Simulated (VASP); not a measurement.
# TiAl3 (Pm-3m) in VASP: further runs, part 2 of 2

VASP 6.6.1. The steps go on from the part before.

## (3) Single point, r2SCAN (volume scaled by 0.88)

The input, POSCAR:

```
TiAl3
1.0
    3.7906563551      0.0000000000      0.0000000000
    0.0000000000      3.7906563551      0.0000000000
    0.0000000000      0.0000000000      3.7906563551
Ti Al
1 3
Direct
    0.0000000000      0.0000000000      0.0000000000
    0.5000000000      0.5000000000      0.0000000000
    0.5000000000      0.0000000000      0.5000000000
    0.0000000000      0.5000000000      0.5000000000
```

The input, INCAR.step1:

```
SYSTEM = TiAl3
PREC     = Accurate       ! precision mode
ENCUT    = 520            ! plane-wave cutoff, eV
ISMEAR   = 0              ! smearing method
SIGMA    = 0.1            ! smearing width, eV
LREAL    = .FALSE.        ! projectors in reciprocal space
LASPH    = .TRUE.         ! aspherical terms in the spheres
NELM     = 80             ! most SCF steps
NBANDS   = 18             ! bands
GGA      = PE             ! functional
ALGO     = Normal         ! electronic algorithm
EDIFF    = 1E-4           ! SCF threshold, eV
LWAVE    = .TRUE.         ! write WAVECAR
LCHARG   = .FALSE.        ! write CHGCAR
```

The input, INCAR.step2:

```
SYSTEM = TiAl3
PREC     = Accurate       ! precision mode
ENCUT    = 520            ! plane-wave cutoff, eV
EDIFF    = 1E-6           ! SCF threshold, eV
ISMEAR   = 0              ! smearing method
SIGMA    = 0.1            ! smearing width, eV
LREAL    = .FALSE.        ! projectors in reciprocal space
LASPH    = .TRUE.         ! aspherical terms in the spheres
NELM     = 80             ! most SCF steps
ALGO     = Normal         ! electronic algorithm
ISIF     = 2              ! what is computed and relaxed
LWAVE    = .FALSE.        ! write WAVECAR
LCHARG   = .FALSE.        ! write CHGCAR
METAGGA  = R2SCAN         ! meta-GGA
LMIXTAU  = .TRUE.       
NBANDS   = 18             ! bands
ISTART   = 1
```

The input, KPOINTS:

```
regular mesh
0
G
  10 10 10
  0 0 0
```

Potentials or basis: VASP PAW PBE potentials, release 64 (Ti_sv, Al).

On the command line:

```console
cat potpaw_PBE.64/Ti_sv/POTCAR potpaw_PBE.64/Al/POTCAR > POTCAR
cp INCAR.step1 INCAR
mpirun -np 1 vasp_std > vasp.out
cp INCAR.step2 INCAR
mpirun -np 1 vasp_std > vasp.out
```

OUTCAR:

```text
SYSTEM = TiAl3
   PREC = Accurate
   ENCUT = 520
   EDIFF = 1E-6
   ISMEAR = 0
   LREAL = .FALSE.
   LASPH = .TRUE.
   NELM = 80
   ISIF = 2
   METAGGA = R2SCAN
   ISTART = 1

 ion  position               nearest neighbor table
   1  0.000  0.000  0.000-   2 2.68   3 2.68   4 2.68   3 2.68   4 2.68   2 2.68   4 2.68   4 2.68
                             2 2.68   3 2.68   3 2.68   2 2.68
   2  0.500  0.500  0.000-   1 2.68   3 2.68   4 2.68   3 2.68   4 2.68   1 2.68   3 2.68   3 2.68
                             1 2.68   4 2.68   4 2.68   1 2.68
   3  0.500  0.000  0.500-   1 2.68   2 2.68   4 2.68   1 2.68   2 2.68   2 2.68   4 2.68   2 2.68
                             1 2.68   4 2.68   1 2.68   4 2.68
   4  0.000  0.500  0.500-   1 2.68   2 2.68   3 2.68   1 2.68   2 2.68   1 2.68   3 2.68   1 2.68
                             2 2.68   3 2.68   2 2.68   3 2.68

  LATTYP: Found a simple cubic cell.
 ALAT       =     3.7906563551

  Lattice vectors:

 A1 = (   3.7906563551,   0.0000000000,   0.0000000000)
 A2 = (   0.0000000000,   3.7906563551,   0.0000000000)
 A3 = (   0.0000000000,   0.0000000000,   3.7906563551)

Analysis of symmetry for initial positions (statically):
=====================================================================
 Subroutine PRICEL returns:
 Original cell was already a primitive cell.

 Routine SETGRP: Setting up the symmetry group for a
 simple cubic supercell.

 Subroutine GETGRP returns: Found 48 space group operations
 (whereof 48 operations were pure point group operations)
 out of a pool of 48 trial point group operations.

The static configuration has the point symmetry O_h .

Analysis of symmetry for dynamics (positions and initial velocities):
=====================================================================
 Subroutine PRICEL returns:
 Original cell was already a primitive cell.

 Routine SETGRP: Setting up the symmetry group for a
 simple cubic supercell.

[... 122 lines left out ...]
   EFERMI =   0.00;   METHOD = LEGACY
   ISMEAR =     0;   SIGMA  =   0.10  broadening in eV -4-tet -1-fermi 0-gaus
   EFERMI_NEDOS =   21; number of points for ismear=-14 and -15
   IALGO  =     38    algorithm
   IMIX   =      4    mixing-type and parameters
     AMIX     =   0.40;   BMIX     =  1.00
     AMIX_MAG =   1.60;   BMIX_MAG =  1.00
  volume/ion in A,a.u.               =      13.62        91.89
  Fermi-wavevector in a.u.,A,eV,Ry     =   1.191517  2.251640 19.316359  1.419712
  Thomas-Fermi vector in A             =   2.327577
   LORBIT       =      0    0 simple, 1 ext, 2 COOP (PROOUT), +10 PAW based schemes
   METAGGA = R2SCAN    functional components
   LHFCALC =     F    Hartree Fock is set to
   AEXX    =    0.0000 exact exchange contribution
   IVDW    =     0    specifies the selected vdW correction
   LEPSILON=     F    determine dielectric tensor
   LRPA    =     F    only Hartree local field effects (RPA)
 non-spin polarized calculation
 Gauss-broadening in eV      SIGMA  =   0.10
  energy-cutoff  :      520.00
  volume of cell :       54.47
 maximum number of plane-waves:      1492
   NGX = 15   NGY = 15   NGZ = 15

 number of electron      21.0000002 magnetization

 Free energy of the ion-electron system (eV)
  ---------------------------------------------------
  ext. energy  EPLUGINS =         0.00000000
  ---------------------------------------------------
  free energy    TOTEN  =       -34.42872575 eV

  energy without entropy =      -34.42095816  energy(sigma->0) =      -34.42484195

 E-fermi :  10.6431     XC(G=0): -12.1473

 val. band max:       10.6362423612   @ k =   0.1000   0.1000   0.0000
 cond. band min:      10.6537373131   @ k =   0.2000   0.1000   0.0000
 fundamental gap:      0.0174949520
 Fermi energy:        10.6430621066

 k-point     1 :       0.0000    0.0000    0.0000
  band No.  band energies     occupation
      1     -48.3858      2.00000
      2     -23.6966      2.00000
      3     -23.6966      2.00000
      4     -23.6966      2.00000
      5      -1.6651      2.00000
      6       7.0915      2.00000
[... 481 lines left out ...]
      5      -0.4589      2.00000
      6       3.7608      2.00000
[... 10 lines left out ...]
     17      15.7869      0.00000
     18      17.1226      0.00000

 [... further k-points ...]
[... 5 lines left out ...]
  --------------------------------------------------------------------------------------
  -------------------------------------------------------------------------------------
  Total        6.4242028      6.4242028      6.4242028      0.0000000      0.0000000      0.0000000
  in kB      188.9672671    188.9672671    188.9672671      0.0000000      0.0000000      0.0000000
  external PRESSURE =     188.9672671 kB  Pullay stress =       0.0000000 kB

 VOLUME and BASIS-vectors are now :
 -----------------------------------------------------------------------------
  energy-cutoff  :      520.00
  volume of cell :       54.47
      direct lattice vectors                 reciprocal lattice vectors
     3.790656355  0.000000000  0.000000000     0.263806557  0.000000000  0.000000000
     0.000000000  3.790656355  0.000000000     0.000000000  0.263806557  0.000000000
     0.000000000  0.000000000  3.790656355     0.000000000  0.000000000  0.263806557

 POSITION                                       TOTAL-FORCE (eV/Angst)
 -----------------------------------------------------------------------------------
      0.00000      0.00000      0.00000         0.000000      0.000000      0.000000
      1.89533      1.89533      0.00000         0.000000      0.000000      0.000000
      1.89533      0.00000      1.89533         0.000000      0.000000      0.000000
      0.00000      1.89533      1.89533         0.000000      0.000000      0.000000
 -----------------------------------------------------------------------------------
    total drift:                               -0.000000     -0.000000     -0.000000

  FREE ENERGIE OF THE ION-ELECTRON SYSTEM (eV)
  ---------------------------------------------------
  free  energy   TOTEN  =       -34.4287257475 eV

  energy  without entropy=      -34.4209581556  energy(sigma->0) =      -34.42484195
```

Run time: 69 s. Hardware: 1 thread of Intel Xeon 6975P-C (Granite Rapids), shared host; peak memory 0.19 GiB.

Results:

* Free energy: -34.4287 eV
* Pressure: 18.9 GPa

Levels at points of the mesh, in eV from the Fermi level:
```csv
k point,band 7,band 8,band 9,band 10,band 11,band 12,band 13,band 14
"(0.00, 0.00, 0.00)",-3.55,-2.50,-2.50,-2.50,0.08,0.08,0.08,0.50
"(0.50, 0.00, 0.00)",-2.75,-2.75,-2.70,0.43,0.81,0.82,0.82,1.38
"(0.50, 0.50, 0.00)",-6.84,-5.85,-1.57,-1.57,0.67,1.08,1.25,1.63
"(0.50, 0.50, 0.50)",-5.74,-5.74,-4.09,-4.09,-4.09,0.43,1.69,1.69
```

Caveat: the PAW data sets were made with another functional, which shifts forces and pressure a little.
